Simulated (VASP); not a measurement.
Input of a VASP 6.6.1 run:

INCAR

```
SYSTEM = TiSi
  PREC = Accurate
  ENCUT = 520
  EDIFF = 1E-6
  ISMEAR = 0
  SIGMA = 0.15
  LREAL = .False.
  LASPH = .True.
  NELM = 60
  ALGO = Normal
  ISIF = 2
  LWAVE = .False.
  LCHARG = .True.
  GGA = PS
  LELF = .True.
  LVHAR = .True.
  NBANDS = 42
```

File KPOINTS:

```
regular mesh
0
Gamma
  12 6 10
  0 0 0
```

The input POSCAR:

```
TiSi
1.0
    3.6007916910      0.0000000000      0.0000000000
    0.0000000000      7.5785650265      0.0000000000
    0.0000000000      0.0000000000      4.1428981957
Ti Si
4 4
Direct
    0.0000000000      0.5158341321      0.0507500000
    0.5000000000      0.5158341321      0.5507500000
    0.5000000000     -0.0158341321      0.5507500000
    0.0000000000     -0.0158341321      0.0507500000
    0.0000000000      0.7500000000      0.5507500000
    0.0000000000      0.2500000000      0.5507500000
    0.5000000000      0.2500000000      0.0507500000
    0.5000000000      0.7500000000      0.0507500000
```

Potentials or basis: VASP PAW PBE potentials, release 64 (Ti_sv, Si).

Launch:

```console
$ cat potpaw_PBE.64/Ti_sv/POTCAR potpaw_PBE.64/Si/POTCAR > POTCAR
$ mpirun -np 1 vasp_std > vasp.out
```

Predict the largest force.

1.094 eV/Å.

What does it give for the band gap on the k mesh?

Zero (bands 32 and 33 overlap by 1.15 eV).

Predict the pressure.

1.3 GPa.

Forces in eV/Å, atoms in the order of the input:
```
Ti   0.000 -1.094  0.000
Ti   0.000 -1.094  0.000
Ti   0.000  1.094  0.000
Ti   0.000  1.094  0.000
Si   0.000  0.000  0.000
Si   0.000  0.000  0.000
Si   0.000  0.000  0.000
Si   0.000  0.000  0.000
```

Caveat: the cell differs from its parent crystal (atoms displaced along a vibrational mode); the PAW data sets were made with another functional, which shifts forces and pressure a little.
